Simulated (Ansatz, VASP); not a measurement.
**One calculation of Sr, two programs**

INCAR

```
ALGO = Normal ; EDIFF = 1E-6
EDIFFG = -0.01 ; ENCUT = 600
GGA = PE ; IBRION = 2
ISIF = 3 ; ISMEAR = -1
LASPH = True ; LCHARG = False
LREAL = False ; LWAVE = False
NELM = 100 ; NSW = 80
PREC = Accurate ; SIGMA = 0.1
```

The input KPOINTS:

```
k-points
0
Gamma
  9 9 3
```

File POSCAR:

```
Sr
1.0
    4.3025266259      0.0000000000      0.0000000000
   -2.1512633129      3.7260973585      0.0000000000
    0.0000000000      0.0000000000     14.0520519602
Sr
4
Direct
    0.0000000000      0.0000000000      0.0000000000
    0.0000000000      0.0000000000      0.5000000000
    0.3333333333      0.6666666667      0.2500000000
    0.6666666667      0.3333333333      0.7500000000
```

Input for Ansatz:

```yaml
crystal:
  lattice:
    - [4.3025266259, 0.0, 0.0]
    - [-2.1512633129, 3.7260973585, 0.0]
    - [0.0, 0.0, 14.0520519602]
  atoms:
    - { symbol: Sr, position: [0.0, 0.0, 0.0] }
    - { symbol: Sr, position: [0.0, 0.0, 0.5] }
    - { symbol: Sr, position: [0.3333333333, 0.6666666667, 0.25] }
    - { symbol: Sr, position: [0.6666666667, 0.3333333333, 0.75] }
hamiltonian:
  xc: pbe
  pseudopotentials:
    kind: paw
    azcp:
      Sr: "pseudopotentials/Sr.paw.azcp"
basis:
  ecutwfc: 420
  fft_grid_basis: typed
kpoints:
  mp_grid: { grid: [9, 9, 3], shift: [0, 0, 0] }
magnetization:
  spin_polarized: false
scf:
  occupations: { method: fermi_dirac, width: 0.1 }
relax:
  max_steps: 60
  f_tol: 0.01
  cell: {}
```

Alike in both runs: task relaxation of cell and atoms; functional PBE; k mesh 9 × 9 × 3; occupations fermi-dirac, width 0.1 eV; no spin polarisation.

```csv
,VASP,Ansatz
version,VASP 6.6.1,Ansatz 0.2.0
potentials or method,"VASP PAW PBE potentials, release 64 (Sr_sv), cutoff 600 eV","plane waves (420 eV) with PAW, scalar-relativistic"
valence electrons in the cell,40,40
```

VASP gave:

```
relaxed volume (Å³/atom)                                        : 55.16
relaxed length of the cell vector where the two differ most in proportion (Å) : 13.966
```

Problem. What did Ansatz give for the same quantities?

Solution. Relaxed volume (Å³/atom): 55.15; relaxed length of the cell vector where the two differ most in proportion (Å): 13.973.
